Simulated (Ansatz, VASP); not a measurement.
# LiNbO3: VASP beside Ansatz

```
CELL_PARAMETERS angstrom
2.58591 1.49298 4.52937
-2.58591 1.49298 4.52937
0.00000 -2.98596 4.52937
ATOMIC_POSITIONS crystal
Li 0.75000 0.75000 0.75000
Li 0.25000 0.25000 0.25000
Nb 0.50000 0.50000 0.50000
Nb 0.00000 0.00000 0.00000
O 0.62463 0.87537 0.25000
O 0.25000 0.62463 0.87537
O 0.87537 0.25000 0.62463
O 0.75000 0.37537 0.12463
O 0.37537 0.12463 0.75000
O 0.12463 0.75000 0.37537
```

Change from the starting cell: volume scaled by 1.02, ions relaxed.

Alike in both runs: functional PBE; k mesh 7 × 7 × 7; occupations fermi-dirac, width 0.02 eV; no spin polarisation.

Ansatz relaxed the structure, and its values are those at the end. VASP's run is a single point on that final structure, the one shown.

```csv
,VASP,Ansatz
version,VASP 6.6.1,Ansatz 0.2.0
potentials or method,"VASP PAW PBE potentials, release 64 (Li_sv, Nb_sv, O)","plane-wave PAW, scalar-relativistic"
plane-wave cutoff (eV),520,420
valence electrons in the cell,68,68
```

|  | VASP | Ansatz | Ansatz less VASP |
| --- | --- | --- | --- |
| gap on the k mesh at the Fermi level (eV) | 2.61 | 2.63 | +0.017 |
| rms of the force components (eV/Å) | 0.012 | 0.001 | -0.0111 |

Ansatz's warnings: stress scf threshold loose.

Noted on VASP's run: the cutoff is under 1.25 times that of the potentials, so the pressure is a little rough.
